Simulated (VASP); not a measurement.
Crystal: KI.

```
K I
1.0
     0.00000    3.54457    3.54457
     3.54457    0.00000    3.54457
     3.54457    3.54457    0.00000
K I
1 1
Direct
  0.00000 0.00000 0.00000
  0.50000 0.50000 0.50000
```

Base run:

- Program: VASP 6.6.1
- Functional: r2SCAN
- Potentials or basis: VASP PAW PBE potentials, release 64 (K_sv, I)
- Cutoff: 520 eV
- k mesh: 6 × 6 × 6
- Occupations: gaussian, width 0.01 eV
- Spin: no spin polarisation

Its results: band gap on the k mesh 4.58 eV; pressure 0.0 GPa.

**Question.** The run is repeated on the same cell with these changes: functional from r2SCAN to HSE06; k mesh from 6 × 6 × 6 to 4 × 4 × 4. What comes out?

**Answer.** Band gap on the k mesh 4.93 eV; pressure 0.3 GPa.

Several settings changed at once.

Caveats: the PAW data sets were made with another functional, which shifts forces and pressure a little; spin-orbit coupling is left out, which moves the levels of the heavy elements.

